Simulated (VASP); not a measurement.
Runs of VASP 6.6.1 on InSe. The structure is that of space group R3m (No. 160), or close to it. The cells are those of the table. 

| cell | gap on the mesh (eV) | pressure (GPa) | largest force (eV/Å) |
| --- | --- | --- | --- |
| a = 8.669 Å, angles 26.7°, 4 atoms | 0.29 | 0.7 | 0.27 |
| a = 8.913 Å, angles 25.9°, 4 atoms | 0.41 | -0.6 | 0.37 |
| a = 8.588 Å, angles 26.9°, 4 atoms | 0.25 | 1.3 | 0.27 |
| a = 8.832 Å, angles 26.2°, 4 atoms | 0.37 | -0.2 | 0.35 |
| a = 8.750 Å, angles 26.4°, 4 atoms | (b) | (a) | 0.32 |

Alike in all rows: task single point; level PBEsol; potentials or basis VASP PAW PBE potentials, release 64 (In_d, Se); no spin polarisation; k mesh 6 × 6 × 6; cutoff (eV) 500; smearing fermi-dirac 0.02 eV.

Question: Estimate the missing entries.

Answer: (a) 0.2; (b) 0.33.

Caveats: the PAW data sets were made with another functional, which shifts forces and pressure a little; spin-orbit coupling is left out, which moves the levels of the heavy elements.

A k mesh can miss the band edges, and the runs leave out spin-orbit coupling on In, Se.
